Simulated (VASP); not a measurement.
A run of VASP 6.6.1:

INCAR

```
SYSTEM = TaN
PREC     = Accurate       ! precision mode
ENCUT    = 600            ! plane-wave cutoff, eV
EDIFF    = 1E-6           ! SCF threshold, eV
ISMEAR   = 0              ! smearing method
SIGMA    = 0.1            ! smearing width, eV
LREAL    = .FALSE.        ! projectors in reciprocal space
LASPH    = .TRUE.         ! aspherical terms in the spheres
NELM     = 120            ! most SCF steps
ALGO     = Normal         ! electronic algorithm
ISIF     = 2              ! what is computed and relaxed
LWAVE    = .FALSE.        ! write WAVECAR
LCHARG   = .FALSE.        ! write CHGCAR
GGA      = PE             ! functional
NBANDS   = 15             ! bands
GGA_COMPAT= .FALSE.
```

The input KPOINTS:

```
regular mesh
0
G
  18 18 14
  0 0 0
```

POSCAR

```
TaN
1.0
    3.0511458991      0.0000000000      0.0000000000
   -1.5255729496      2.6423698592      0.0000000000
    0.0000000000      0.0000000000      2.9800893712
Ta N
1 1
Direct
    0.3333333333      0.6666666667      0.5000000000
    0.0000000000      0.0000000000      0.0000000000
```

Potentials or basis: VASP PAW PBE potentials, release 64 (Ta_pv, N).

Launch:

```console
$ cat potpaw_PBE.64/Ta_pv/POTCAR potpaw_PBE.64/N/POTCAR > POTCAR
$ mpirun -np 1 vasp_std > vasp.out
```

Hardware: 1 thread of Intel Xeon 8259CL, with other jobs on the host.

**Question.** Estimate the wall time of this run.

**Answer.** It took 92 s on 1 thread of Intel Xeon 8259CL, with other jobs on the host, peak memory 0.25 GiB. Counts: scf iterations 13, k points 296.
